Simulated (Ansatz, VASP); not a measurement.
# GaN in VASP and in Ansatz

```
Ga N
1.0
     3.18310    0.00000    0.00000
    -1.59155    2.75664    0.00000
     0.00000    0.00000    5.18358
Ga N
2 2
Direct
  0.66667 0.33333 0.49911
  0.33333 0.66667 0.99911
  0.66667 0.33333 0.87589
  0.33333 0.66667 0.37589
```

Alike in both runs: functional r2SCAN; k mesh 12 × 12 × 6; occupations gaussian, width 0.02 eV; no spin polarisation.

Ansatz relaxed the structure, and its values are those at the end. VASP's run is a single point on that final structure, the one shown.

```csv
,VASP,Ansatz
version,VASP 6.6.1,Ansatz 0.2.0
potentials or method,"VASP PAW PBE potentials, release 64 (Ga_d, N), cutoff 520 eV","scalar-relativistic, plane waves, PAW"
valence electrons in the cell,36,36
```

Ansatz gave:

```
gap on the k mesh at the Fermi level (eV) : 2.35
least direct gap on the mesh (eV)         : 2.35
pressure (GPa)                            : 0.0
rms of the force components (eV/Å)        : 0.000
```

Q: Which values does VASP return?

A: gap on the k mesh at the Fermi level (eV): 2.34; least direct gap on the mesh (eV): 2.34; pressure (GPa): 1.1; rms of the force components (eV/Å): 0.003.

VASP's potentials were made for PBE, not for r2SCAN.
